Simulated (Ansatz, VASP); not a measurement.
**Cu3Mo: VASP beside Ansatz**

The input INCAR:

```
PREC     = Accurate       # precision mode
ENCUT    = 520            # plane-wave cutoff, eV
EDIFF    = 1E-6           # SCF threshold, eV
ISMEAR   = 0              # smearing method
SIGMA    = 0.1            # smearing width, eV
LREAL    = F              # projectors in reciprocal space
LASPH    = T              # aspherical terms in the spheres
NELM     = 100            # most SCF steps
ALGO     = Fast           # electronic algorithm
ISIF     = 2              # what is computed and relaxed
LWAVE    = F              # write WAVECAR
LCHARG   = F              # write CHGCAR
GGA      = PE             # functional
NBANDS   = 32             # bands
```

KPOINTS

```
regular mesh
0
Gamma
  4 4 4
```

The input POSCAR:

```
Cu3Mo
1.0
    4.0494957200      0.0000000000      0.0000000000
    0.0000000000      4.0494957200      0.0000000000
    0.0000000000      0.0000000000      4.0494957200
Cu Mo
3 1
Direct
    0.0000000000      0.5000000000      0.5000000000
    0.5000000000      0.0000000000      0.5000000000
    0.5000000000      0.5000000000      0.0000000000
    0.0000000000      0.0000000000      0.0000000000
```

Input for Ansatz:

```yaml
crystal:
  lattice:
    - [4.04949572, 0.0, 0.0]
    - [0.0, 4.04949572, 0.0]
    - [0.0, 0.0, 4.04949572]
  atoms:
    - { symbol: Cu, position: [0.0, 0.5, 0.5] }
    - { symbol: Cu, position: [0.5, 0.0, 0.5] }
    - { symbol: Cu, position: [0.5, 0.5, 0.0] }
    - { symbol: Mo, position: [0.0, 0.0, 0.0] }
basis:
  ecutwfc: 420
kpoints:
  mp_grid: { grid: [4, 4, 4] }
hamiltonian:
  xc: pbe
scf:
  occupations: { method: gaussian, width: 0.1 }
  lower_state_search: "off"
output:
  forces: true
  stress: true
  eigenvalues: true
```

Change from the starting cell: species swapped into the Nb3Si type (Pm-3m, No. 221).

Alike in both runs: task single point; functional PBE; k mesh 4 × 4 × 4; occupations gaussian, width 0.1 eV; no spin polarisation.

|  | VASP | Ansatz |
| --- | --- | --- |
| version | VASP 6.6.1 | Ansatz 0.2.0 |
| potentials or method | VASP PAW PBE potentials, release 64 (Cu, Mo_sv), cutoff 520 eV | scalar-relativistic, plane waves, PAW |
| valence electrons in the cell | 47 | 71 |

Ansatz gave:

* gap on the k mesh at the Fermi level (eV): none
* pressure (GPa): -21.1

Q: Estimate VASP's values.

A: gap on the k mesh at the Fermi level (eV): none; pressure (GPa): -20.6.

A gap of «none» marks a metal or a gap that the smearing closes. VASP's potentials hold 47 valence electrons a cell and Ansatz's 71, so a difference there can come from the potentials and not from the codes.

The k mesh is coarse, so the values compare programs but aren't converged.
